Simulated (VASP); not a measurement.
# Mg (P6_3/mmc) in VASP: relaxation of cell and atoms with PBEsol

Aim: the relaxation of cell and atoms of Mg with PBEsol.

Everything below comes from runs of VASP 6.6.1. Logs are shortened: lines on timing, memory, paths and dates and some standing lists are left out, and cuts for length are marked.

## 1. The cell of the first run

It takes space group P6_3/mmc (No. 194, hexagonal). Conventional cell: a = 3.175 Å, b = 3.175 Å, c = 5.160 Å, α = 90.00°, β = 90.00°, γ = 120.00°. Within 4.2 Å of Mg (site symmetry -6m2) lie 12 Mg at 3.16 to 3.17 Å.

## 2. Relaxation of cell and atoms, PBEsol, target pressure 1e-06 GPa, at which the enthalpy is minimised

INCAR reads:

```
PREC = Accurate ; ENCUT = 600
EDIFF = 1E-6 ; ISMEAR = 0
SIGMA = 0.1 ; LREAL = False
LASPH = True ; NELM = 60
ALGO = Fast ; ISIF = 3
LWAVE = False ; LCHARG = False
GGA = PS ; IBRION = 2
NSW = 70 ; EDIFFG = -0.004
PSTRESS = 9.999999999999999e-06
```

KPOINTS reads:

```
regular mesh
0
Gamma
  27 27 14
```

POSCAR reads:

```
Mg
1.0
    3.1748560631      0.0000000000      0.0000000000
   -1.5874280315      2.7495060040      0.0000000000
    0.0000000000      0.0000000000      5.1600429264
Mg
2
Direct
    0.3333333333      0.6666666667      0.2500000000
    0.6666666667      0.3333333333      0.7500000000
```

Potentials or basis: VASP PAW PBE potentials, release 64 (Mg).

The run is started by

```console
$ cat potpaw_PBE.64/Mg/POTCAR > POTCAR
$ mpirun -np 1 vasp_std > vasp.out
```

OUTCAR:

```text
PREC = Accurate
   ENCUT = 600
   EDIFF = 1E-6
   ISMEAR = 0
   LREAL = False
   LASPH = True
   NELM = 60
   ISIF = 3
   GGA = PS
   IBRION = 2
   NSW = 70
   EDIFFG = -0.004
   PSTRESS = 9.999999999999999e-06

 ion  position               nearest neighbor table
   1  0.333  0.667  0.250-   2 3.16   2 3.16   2 3.16   2 3.16   2 3.16   2 3.16
   2  0.667  0.333  0.750-   1 3.16   1 3.16   1 3.16   1 3.16   1 3.16   1 3.16

  LATTYP: Found a hexagonal cell.
 ALAT       =     3.1748560631
 C/A-ratio  =     1.6252840519

  Lattice vectors:

 A1 = (   3.1748560631,   0.0000000000,   0.0000000000)
 A2 = (  -1.5874280315,   2.7495060040,   0.0000000000)
 A3 = (   0.0000000000,   0.0000000000,   5.1600429264)

Analysis of symmetry for initial positions (statically):
=====================================================================
 Subroutine PRICEL returns:
 Original cell was already a primitive cell.

 Routine SETGRP: Setting up the symmetry group for a
 hexagonal supercell.

 Subroutine GETGRP returns: Found 24 space group operations
 (whereof 12 operations were pure point group operations)
 out of a pool of 24 trial point group operations.

The static configuration has the point symmetry D_3d.
 The point group associated with its full space group is D_6h.

Analysis of symmetry for dynamics (positions and initial velocities):
=====================================================================
 Subroutine PRICEL returns:
 Original cell was already a primitive cell.

 Routine SETGRP: Setting up the symmetry group for a
 hexagonal supercell.

 Subroutine GETGRP returns: Found 24 space group operations
 (whereof 12 operations were pure point group operations)
 out of a pool of 24 trial point group operations.

The dynamic configuration has the point symmetry D_3d.
 The point group associated with its full space group is D_6h.

 Subroutine INISYM returns: Found 24 space group operations
 (whereof 12 operations are pure point group operations),
 and found     1 'primitive' translations

----------------------------------------------------------------------------------------

                                     Primitive cell

  volume of cell :      45.0435

  direct lattice vectors                    reciprocal lattice vectors
     3.174856063  0.000000000  0.000000000     0.314974909  0.181850849  0.000000000
    -1.587428032  2.749506004  0.000000000     0.000000000  0.363701697  0.000000000
     0.000000000  0.000000000  5.160042926     0.000000000  0.000000000  0.193796837

  length of vectors
     3.174856063  3.174856063  5.160042926     0.363701697  0.363701697  0.193796837

  position of ions in fractional coordinates (direct lattice)
     0.333333333  0.666666667  0.250000000
     0.666666667  0.333333333  0.750000000

  ion indices of the primitive-cell ions
   primitive index   ion index
                 1           1
                 2           2

----------------------------------------------------------------------------------------

 KPOINTS: regular mesh

Automatic generation of k-mesh.
 Grid dimensions read from file:
 generate k-points for:   27   27   14

 Generating k-lattice:

  Cartesian coordinates                     Fractional coordinates (reciprocal lattice)
     0.011665737  0.006735217  0.000000000     0.037037037 -0.000000000  0.000000000
     0.000000000  0.013470433  0.000000000     0.000000000  0.037037037  0.000000000
     0.000000000  0.000000000  0.013842631     0.000000000  0.000000000  0.071428571

  Length of vectors
     0.013470433  0.013470433  0.013842631

  Shift w.r.t. Gamma in fractional coordinates (k-lattice)
     0.000000000  0.000000000  0.000000000

 Subroutine IBZKPT returns following result:
 ===========================================

 Found    600 irreducible k-points:

 Following reciprocal coordinates:
            Coordinates               Weight
  0.000000  0.000000  0.000000      1.000000
  0.037037 -0.000000  0.000000      6.000000
  0.074074 -0.000000  0.000000      6.000000
  0.111111 -0.000000  0.000000      6.000000
  0.148148 -0.000000  0.000000      6.000000
  0.185185 -0.000000  0.000000      6.000000
[... 16 lines left out ...]
  0.333333  0.037037  0.000000     12.000000
  0.370370  0.037037  0.000000     12.000000
 [... further k-points ...]
   k-points           NKPTS =    600   k-points in BZ     NKDIM =    600   number of bands    NBANDS=      6
   number of dos      NEDOS =    301   number of ions     NIONS =      2
   total plane-waves  NPLWV =  32928
   dimension x,y,z NGX =    28 NGY =   28 NGZ =   42
   dimension x,y,z NGXF=    56 NGYF=   56 NGZF=   84
   ions per type =               2
   NGX,Y,Z   is equivalent  to a cutoff of  14.66, 14.66, 13.53 a.u.
   NGXF,Y,Z  is equivalent  to a cutoff of  29.32, 29.32, 27.06 a.u.
 SYSTEM =  unknown system
   PREC   = accura    normal or accurate (medium, high low for compatibility)
   ISTART =      0    job   : 0-new  1-cont  2-samecut
   ICHARG =      2    charge: 1-file 2-atom 10-const
   ISPIN  =      1    spin polarized calculation?
   LNONCOLLINEAR =      F non collinear calculations
   LSORBIT =      F    spin-orbit coupling
   LASPH  =      T    aspherical Exc in radial PAW
   ENCUT  =  600.0 eV  44.10 Ry    6.64 a.u.   6.34  6.34 10.31*2*pi/ulx,y,z
   NELM   =     60;   NELMIN=  2; NELMDL= -5     # of ELM steps
   EDIFF  = 0.1E-05   stopping-criterion for ELM
   LREAL  =      F    real-space projection
   EDIFFG = -.4E-02   stopping-criterion for IOM
   NSW    =     70    number of steps for IOM
   IBRION =      2    ionic relax: 0-MD 1-quasi-New 2-CG
   NFREE  =      1    steps in history (QN), initial steepest desc. (CG)
   ISIF   =      3    stress and relaxation
   ISYM   =      2    0-nonsym 1-usesym 2-fastsym
   POTIM  = 0.5000    time-step for ionic-motion
   TEBEG  =    0.0;   TEEND  =   0.0 temperature during run
   PSTRESS=    0.0 pullay stress
   NELECT =       4.0000    total number of electrons
   NUPDOWN=      -1.0000    fix difference up-down
   EMIN   =  10.00;   EMAX   =-10.00  energy-range for DOS
   EFERMI =   0.00;   METHOD = LEGACY
   ISMEAR =     0;   SIGMA  =   0.10  broadening in eV -4-tet -1-fermi 0-gaus
   EFERMI_NEDOS =   21; number of points for ismear=-14 and -15
   IALGO  =     68    algorithm
   IMIX   =      4    mixing-type and parameters
     AMIX     =   0.40;   BMIX     =  1.00
     AMIX_MAG =   1.60;   BMIX_MAG =  1.00
  volume/ion in A,a.u.               =      22.52       151.98
  Fermi-wavevector in a.u.,A,eV,Ry     =   0.730383  1.380224  7.258160  0.533460
  Thomas-Fermi vector in A             =   1.822340
   LORBIT       =      0    0 simple, 1 ext, 2 COOP (PROOUT), +10 PAW based schemes
   GGA     = PS    functional components
   LHFCALC =     F    Hartree Fock is set to
   AEXX    =    0.0000 exact exchange contribution
   IVDW    =     0    specifies the selected vdW correction
   LEPSILON=     F    determine dielectric tensor
   LRPA    =     F    only Hartree local field effects (RPA)
 conjugate gradient relaxation of ions
 non-spin polarized calculation
 RMM-DIIS sequential band-by-band and
 Gauss-broadening in eV      SIGMA  =   0.10
  energy-cutoff  :      600.00
  volume of cell :       45.04
 maximum number of plane-waves:      1534
 NGX is ok and might be reduce to    28
   NGX = 13   NGY = 13   NGZ = 21

--------------------------------------- Ionic step        1  -------------------------------------------

 number of electron       4.0000000 magnetization

 Free energy of the ion-electron system (eV)
  ---------------------------------------------------
  ext. energy  EPLUGINS =         0.00000000
  ---------------------------------------------------
  free energy    TOTEN  =        -3.45041564 eV

  energy without entropy =       -3.44669173  energy(sigma->0) =       -3.44855369

------------------------ aborting loop because EDIFF is reached ----------------------------------------

  FORCE on cell =-STRESS in cart. coord.  units (eV):
  Direction    XX          YY          ZZ          XY          YZ          ZX
  --------------------------------------------------------------------------------------
  -------------------------------------------------------------------------------------
  Total       -0.0135163     -0.0135163     -0.0146032     -0.0000000      0.0000000      0.0000000
  in kB       -0.4807696     -0.4807696     -0.5194282     -0.0000000      0.0000000      0.0000000
  external PRESSURE =      -0.4936658 kB  Pullay stress =       0.0000100 kB

 VOLUME and BASIS-vectors are now :
 -----------------------------------------------------------------------------
  energy-cutoff  :      600.00
  volume of cell :       45.04
      direct lattice vectors                 reciprocal lattice vectors
     3.174856063  0.000000000  0.000000000     0.314974909  0.181850849  0.000000000
    -1.587428032  2.749506004  0.000000000     0.000000000  0.363701697  0.000000000
     0.000000000  0.000000000  5.160042926     0.000000000  0.000000000  0.193796837

 POSITION                                       TOTAL-FORCE (eV/Angst)
 -----------------------------------------------------------------------------------
     -0.00000      1.83300      1.29001        -0.000000      0.000000      0.000000
      1.58743      0.91650      3.87003         0.000000      0.000000      0.000000
 -----------------------------------------------------------------------------------
    total drift:                                0.000000     -0.000000      0.000000

  FREE ENERGIE OF THE ION-ELECTRON SYSTEM (eV)
  ---------------------------------------------------
  free  energy   TOTEN  =        -3.4504156404 eV

  energy  without entropy=       -3.4466917348  energy(sigma->0) =       -3.44855369

  enthalpy is  TOTEN    =        -3.4504153592 eV   P V=        0.0000002811

--------------------------------------- Ionic step        2  -------------------------------------------

 number of electron       4.0000000 magnetization

 Free energy of the ion-electron system (eV)
  ---------------------------------------------------
  ext. energy  EPLUGINS =         0.00000000
  ---------------------------------------------------
  free energy    TOTEN  =        -3.45042469 eV

  energy without entropy =       -3.44670283  energy(sigma->0) =       -3.44856376

 E-fermi :   2.7159     XC(G=0):  -8.5970

 val. band max:        2.7081897954   @ k =   0.3704   0.0370   0.0714
 cond. band min:       2.7161782837   @ k =   0.3333   0.3333   0.3571
 fundamental gap:      0.0079884884
 Fermi energy:         2.7158753211

 k-point     1 :       0.0000    0.0000    0.0000
  band No.  band energies     occupation
      1      -4.3191      2.00000
      2       0.9726      2.00000
      3       1.4504      2.00000
      4      13.7508      0.00000
      5      13.7508      0.00000
      6      13.9119      0.00000

 k-point     2 :       0.0370   -0.0000    0.0000
  band No.  band energies     occupation
      1      -4.2917      2.00000
      2       0.9976      2.00000
      3       1.4770      2.00000
      4      12.8880      0.00000
      5      13.2366      0.00000
      6      13.9210      0.00000

 k-point     3 :       0.0741   -0.0000    0.0000
  band No.  band energies     occupation
      1      -4.2096      2.00000
      2       1.0725      2.00000
      3       1.5567      2.00000
      4      11.7580      0.00000
      5      12.6926      0.00000
      6      13.4962      0.00000

 k-point     4 :       0.1111   -0.0000    0.0000
  band No.  band energies     occupation
      1      -4.0728      2.00000
      2       1.1973      2.00000
      3       1.6889      2.00000
      4      10.6064      0.00000
      5      12.1916      0.00000
      6      12.9671      0.00000
[... 154 lines left out ...]
 k-point    22 :       0.2963    0.0370    0.0000
  band No.  band energies     occupation
      1      -2.3399      2.00000
      2       2.7981      0.24500
      3       3.2011      0.00000
      4       4.9945      0.00000
      5       9.2141      0.00000
      6       9.6070      0.00000

 k-point    23 :       0.3333    0.0370    0.0000
  band No.  band energies     occupation
      1      -1.8585      2.00000
      2       3.2489      0.00000
      3       3.2704      0.00000
      4       4.4670      0.00000
      5       8.7015      0.00000
      6       8.7242      0.00000

 k-point    24 :       0.3704    0.0370    0.0000
  band No.  band energies     occupation
      1      -1.3266      2.00000
      2       2.7517      0.61214
      3       3.7498      0.00000
      4       4.6158      0.00000
      5       7.8460      0.00000
      6       8.1460      0.00000

 [... further k-points ...]
[... 5 lines left out ...]
  --------------------------------------------------------------------------------------
  -------------------------------------------------------------------------------------
  Total       -0.0034117     -0.0034117     -0.0043618     -0.0000000      0.0000000      0.0000000
  in kB       -0.1214744     -0.1214744     -0.1553047     -0.0000000      0.0000000      0.0000000
  external PRESSURE =      -0.1327611 kB  Pullay stress =       0.0000100 kB

 VOLUME and BASIS-vectors are now :
 -----------------------------------------------------------------------------
  energy-cutoff  :      600.00
  volume of cell :       45.00
      direct lattice vectors                 reciprocal lattice vectors
     3.173820938 -0.000000000  0.000000000     0.315077637  0.181910158 -0.000000000
    -1.586910469  2.748609560  0.000000000     0.000000000  0.363820317 -0.000000000
     0.000000000  0.000000000  5.158225278     0.000000000  0.000000000  0.193865127

 POSITION                                       TOTAL-FORCE (eV/Angst)
 -----------------------------------------------------------------------------------
     -0.00000      1.83241      1.28956        -0.000000     -0.000000      0.000000
      1.58691      0.91620      3.86867         0.000000      0.000000      0.000000
 -----------------------------------------------------------------------------------
    total drift:                                0.000000     -0.000000      0.000000

  FREE ENERGIE OF THE ION-ELECTRON SYSTEM (eV)
  ---------------------------------------------------
  free  energy   TOTEN  =        -3.4504246900 eV

  energy  without entropy=       -3.4467028305  energy(sigma->0) =       -3.44856376

  enthalpy is  TOTEN    =        -3.4504244091 eV   P V=        0.0000002809

 reached required accuracy - stopping structural energy minimisation
```

Run time: 3.5 min. Hardware: 1 thread of Oxide Virtual Turin-like, shared host; peak memory 0.33 GiB.

Results:

- Free energy: -3.4504 eV
- Relaxed volume: 22.50 Å³/atom
- Relaxed cell: a = 3.174 Å, b = 3.174 Å, c = 5.158 Å, α = 90.00°, β = 90.00°, γ = 120.00°
- Space group after relaxing (to 0.05 Å): P6_3/mmc (No. 194)
- Energy change on relaxing (the enthalpy is what falls): -0.0 meV/atom
- Ionic steps: 2
- Pressure after relaxing: 0.0 GPa
- Band gap on the k mesh: zero (band 2 reaches 3.68 eV, above the bottom of band 3 at 1.45 eV)

Final structure:
```cif
data_structure
_symmetry_space_group_name_H-M 'P 1'
_symmetry_Int_Tables_number 1
_cell_length_a 3.1738
_cell_length_b 3.1738
_cell_length_c 5.1582
_cell_angle_alpha 90.000
_cell_angle_beta 90.000
_cell_angle_gamma 120.000
_cell_volume 45.00
loop_
_atom_site_label
_atom_site_type_symbol
_atom_site_fract_x
_atom_site_fract_y
_atom_site_fract_z
_atom_site_occupancy
Mg1 Mg 0.33333 0.66667 0.25000 1
Mg2 Mg 0.66667 0.33333 0.75000 1
```

Levels at points of the mesh, in eV from the Fermi level:
```csv
k point,band 1,band 2,band 3,band 4,band 5,band 6
"(0.00, 0.00, 0.00)",-7.03,-1.74,-1.27,11.03,11.03,11.20
"(0.00, 0.00, 0.50)",-5.63,-5.63,5.06,5.06,11.78,11.78
```

Caveat: the cell is relaxed towards a set pressure, so the enthalpy falls and the energy may rise; the PAW data sets were made with another functional, which shifts forces and pressure a little.
